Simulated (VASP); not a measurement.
A run of VASP 6.6.1:

The input INCAR:

```
SYSTEM = SiC
ALGO = Normal
EDIFF = 1E-6
ENCUT = 600
GGA = CA
GGA_COMPAT = .False.
ISIF = 2
ISMEAR = 0
LASPH = .True.
LCHARG = .False.
LREAL = .False.
LWAVE = .False.
NBANDS = 11
NELM = 120
PREC = Accurate
SIGMA = 0.01
```

KPOINTS

```
k-points
0
Gamma
  10 10 10
  0 0 0
```

The input POSCAR:

```
SiC
1.0
    0.0000000000      2.0237327315      2.0237327315
    2.0237327315      0.0000000000      2.0237327315
    2.0237327315      2.0237327315      0.0000000000
Si C
1 1
Direct
    0.0000000000      0.0000000000      0.0000000000
    0.2500000000      0.2500000000      0.2500000000
```

Potentials or basis: VASP PAW LDA potentials, release 64 (Si, C).

Run with:

```sh
$ cat potpaw_LDA.64/Si/POTCAR potpaw_LDA.64/C/POTCAR > POTCAR
$ mpirun -np 1 vasp_std > vasp.out
```

Hardware: 1 thread of Intel Xeon 8259CL (shared host).

Problem. Estimate the wall time of this run.

Solution. Run time: 11 s on 1 thread of Intel Xeon 8259CL (shared host), peak memory 0.13 GiB. Counts: scf iterations 11, k points 47.
